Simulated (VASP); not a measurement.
Write the native input for VASP 6.6.1 that does the following.

```yaml
Task: single point
Functional: PBE
Potentials_or_basis: VASP PAW PBE potentials, release 64 (Si)
Cutoff: 520 eV
k_mesh: 15 × 15 × 1
Occupations: gaussian, width 0.1 eV
Spin: no spin polarisation
Dipole_correction: yes
Further_INCAR_settings: ALGO = Normal; EDIFF = 1e-06; NBANDS = 11
```

The structure of Si lies in POSCAR:

```
Si
1.0
    4.0610000000      0.0000000000      0.0000000000
   -2.0305000000      3.5169291648      0.0000000000
    0.0000000000      0.0000000000     28.0000000000
Si
2
Direct
    0.3333333333      0.6666666667      0.5178571429
    0.6666666667      0.3333333333      0.4821428571
```

One way to write it, as run:

INCAR

```
  PREC = Accurate
  ENCUT = 520
  EDIFF = 1E-6
  ISMEAR = 0
  SIGMA = 0.1
  LREAL = False
  LASPH = True
  NELM = 80
  ALGO = Normal
  ISIF = 2
  LWAVE = False
  LCHARG = False
  LDIPOL = True
  IDIPOL = 3
  DIPOL = 0.5 0.5 0.500
  GGA = PE
  NBANDS = 11
```

KPOINTS

```
Automatic mesh
0
Gamma
  15 15 1
```

Potentials or basis: VASP PAW PBE potentials, release 64 (Si).

The run is started by

```sh
$ cat potpaw_PBE.64/Si/POTCAR > POTCAR
$ mpirun -np 1 vasp_std > vasp.out
```

Results of the run:

| Quantity | Value |
| --- | --- |
| Largest force | 2.297 eV/Å |
| Band gap on the k mesh | zero (bands 4 and 5 overlap by 0.25 eV) |

Wall time 4.7 min on 1 thread of Intel Xeon 8259CL, on a shared host, peak memory 0.47 GiB.
